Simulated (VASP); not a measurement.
Wanted: the native input for a VASP 6.6.1 run.

| Quantity | Value |
| --- | --- |
| Task | single point |
| Functional | LDA |
| Potentials or basis | VASP PAW LDA potentials, release 64 (Zr_sv, O) |
| Cutoff | 600 eV |
| k mesh | 6 × 6 × 4 |
| Occupations | gaussian, width 0.01 eV |
| Spin | no spin polarisation |
| Dipole correction | no |
| Further INCAR settings | ALGO = Normal; EDIFF = 1e-06; NBANDS = 33 |

The structure of ZrO2 lies in POSCAR:

```
ZrO2
1.0
    3.5719643735      0.0000000000      0.0000000000
    0.0000000000      3.5719643735      0.0000000000
    0.0000000000      0.0000000000      5.1422539866
Zr O
2 4
Direct
    0.0000000000      0.0000000000      0.0000000000
    0.5000000000      0.5000000000      0.5000000000
    0.0000000000      0.5000000000      0.2030000000
    0.0000000000      0.5000000000      0.7030000000
    0.5000000000      0.0000000000      0.2970000000
    0.5000000000      0.0000000000      0.7970000000
```

One way to write it, as run:

INCAR

```
SYSTEM = ZrO2
  PREC = Accurate
  ENCUT = 600
  EDIFF = 1E-6
  ISMEAR = 0
  SIGMA = 0.01
  LREAL = .False.
  LASPH = .True.
  NELM = 120
  ALGO = Normal
  ISIF = 2
  LWAVE = .False.
  LCHARG = .False.
  NBANDS = 33
  GGA_COMPAT = .False.
```

KPOINTS

```
regular mesh
0
Gamma
  6 6 4
  0 0 0
```

Potentials or basis: VASP PAW LDA potentials, release 64 (Zr_sv, O).

The run is started by

```console
$ cat potpaw_LDA.64/Zr_sv/POTCAR potpaw_LDA.64/O/POTCAR > POTCAR
$ mpirun -np 1 vasp_std > vasp.out
```

It gave:

```yaml
Pressure: -2.1 GPa
Largest_force: 0.050 eV/Å
Band_gap_on_the_k_mesh: 3.96 eV (least direct gap 4.07 eV)
```

Wall time 96 s on 1 thread of Intel Xeon 8259CL (shared host), peak memory 0.2 GiB.
